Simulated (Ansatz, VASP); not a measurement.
# Two plane-wave programs on Hf4F

Contents of INCAR:

```
PREC     = Accurate       # precision mode
ENCUT    = 520            # plane-wave cutoff, eV
EDIFF    = 1E-6           # SCF threshold, eV
ISMEAR   = 0              # smearing method
SIGMA    = 0.1            # smearing width, eV
LREAL    = F              # projectors in reciprocal space
LASPH    = T              # aspherical terms in the spheres
NELM     = 100            # most SCF steps
ALGO     = Normal         # electronic algorithm
ISIF     = 2              # what is computed and relaxed
LWAVE    = F              # write WAVECAR
LCHARG   = T              # write CHGCAR
LDIPOL   = T            
IDIPOL   = 3            
DIPOL    = 0.5 0.5 0.362
GGA      = PE             # functional
LELF     = T              # ELF
LVHAR    = T            
LVACPOTAV= T            
NBANDS   = 32             # bands
```

KPOINTS

```
regular mesh
0
Gamma
  9 9 1
```

The input POSCAR:

```
Hf4F
1.0
    3.2048170381      0.0000000000      0.0000000000
   -1.6024085190      2.7754529695      0.0000000000
    0.0000000000      0.0000000000     24.5281466259
Hf F
4 1
Direct
    0.6666666667      0.3333333333      0.1630779553
    0.3333333333      0.6666666667      0.2663815885
    0.6666666667      0.3333333333      0.3732987945
    0.3333333333      0.6666666667      0.4699966451
    1.0000000000      0.0000000000      0.5397124711
```

Input for Ansatz:

```yaml
crystal:
  lattice:
    - [3.2048170381, 0.0, 0.0]
    - [-1.602408519, 2.7754529695, 0.0]
    - [0.0, 0.0, 24.5281466259]
  atoms:
    - { symbol: Hf, position: [0.6666666667, 0.3333333333, 0.1630779553] }
    - { symbol: Hf, position: [0.3333333333, 0.6666666667, 0.2663815885] }
    - { symbol: Hf, position: [0.6666666667, 0.3333333333, 0.3732987945] }
    - { symbol: Hf, position: [0.3333333333, 0.6666666667, 0.4699966451] }
    - { symbol: F, position: [1.0, 0.0, 0.5397124711] }
basis:
  ecutwfc: 420
kpoints:
  mp_grid: { grid: [9, 9, 1] }
hamiltonian:
  xc: pbe
scf:
  occupations: { method: gaussian, width: 0.1 }
output:
  forces: true
  eigenvalues: true
efield:
  axis: 3
  dipole_correction: true
  ramp_width: 0.04
```

Alike in both runs: task single point; functional PBE; k mesh 9 × 9 × 1; occupations gaussian, width 0.1 eV; no spin polarisation.

|  | VASP | Ansatz |
| --- | --- | --- |
| version | VASP 6.6.1 | Ansatz 0.2.0 |
| potentials or method | VASP PAW PBE potentials, release 64 (Hf_pv, F), cutoff 520 eV | scalar-relativistic, plane waves, PAW |
| valence electrons in the cell | 47 | 111 |

Ansatz gave:

* gap on the k mesh at the Fermi level (eV): none
* rms of the force components (eV/Å): 1.077
* work function, face that differs most (eV): 6.55

What did VASP give for the same quantities?

gap on the k mesh at the Fermi level (eV): none; rms of the force components (eV/Å): 1.093; work function, face that differs most (eV): 6.60.

Atom by atom the forces differ by 0.022 eV/Å (rms over components). A gap of «none» marks a metal or a gap that the smearing closes. The functional is the same, so the differences come from potentials, cutoffs and numerics. VASP's potentials hold 47 valence electrons a cell and Ansatz's 111, so a difference there can come from the potentials and not from the codes.

Neither program's run includes spin-orbit coupling.
